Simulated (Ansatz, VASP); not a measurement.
# Two plane-wave programs on YSe2

File INCAR:

```
SYSTEM = YSe2
PREC = Accurate
ENCUT = 520
EDIFF = 1E-6
ISMEAR = 0
SIGMA = 0.05
LREAL = .False.
LASPH = .True.
NELM = 60
ALGO = Normal
ISIF = 2
LWAVE = .False.
LCHARG = .True.
GGA = PE
LELF = .True.
LVHAR = .True.
NBANDS = 18
```

KPOINTS

```
Automatic mesh
0
Gamma
  8 8 8
  0 0 0
```

The input POSCAR:

```
YSe2
1.0
    0.0000000000      3.3830615323      3.3830615323
    3.3830615323      0.0000000000      3.3830615323
    3.3830615323      3.3830615323      0.0000000000
Y Se
1 2
Direct
    0.0000000000      0.0000000000      0.0000000000
    0.2500000000      0.2500000000      0.2500000000
    0.7500000000      0.7500000000      0.7500000000
```

Input for Ansatz:

```yaml
crystal:
  lattice:
    - [0.0, 3.3830615323, 3.3830615323]
    - [3.3830615323, 0.0, 3.3830615323]
    - [3.3830615323, 3.3830615323, 0.0]
  atoms:
    - { symbol: "Y", position: [0.0, 0.0, 0.0] }
    - { symbol: Se, position: [0.25, 0.25, 0.25] }
    - { symbol: Se, position: [0.75, 0.75, 0.75] }
basis:
  ecutwfc: 420
  ecutrho_ratio: 4
kpoints:
  mp_grid: { grid: [8, 8, 8] }
hamiltonian:
  xc: pbe
scf:
  occupations: { method: gaussian, width: 0.05 }
output:
  forces: true
  stress: true
  eigenvalues: true
```

Alike in both runs: task single point; functional PBE; k mesh 8 × 8 × 8; occupations gaussian, width 0.05 eV; no spin polarisation.

|  | VASP | Ansatz |
| --- | --- | --- |
| version | VASP 6.6.1 | Ansatz 0.2.0 |
| potentials or method | VASP PAW PBE potentials, release 64 (Y_sv, Se), cutoff 520 eV | scalar-relativistic, plane waves, PAW |
| valence electrons in the cell | 23 | 43 |

|  | VASP | Ansatz | Ansatz less VASP |
| --- | --- | --- | --- |
| gap on the k mesh at the Fermi level (eV) | none | none | - |
| pressure (GPa) | 2.7 | 2.7 | -0.02 |

A gap of «none» marks a metal or a gap that the smearing closes. VASP's potentials hold 23 valence electrons a cell and Ansatz's 43, so a difference there can come from the potentials and not from the codes.
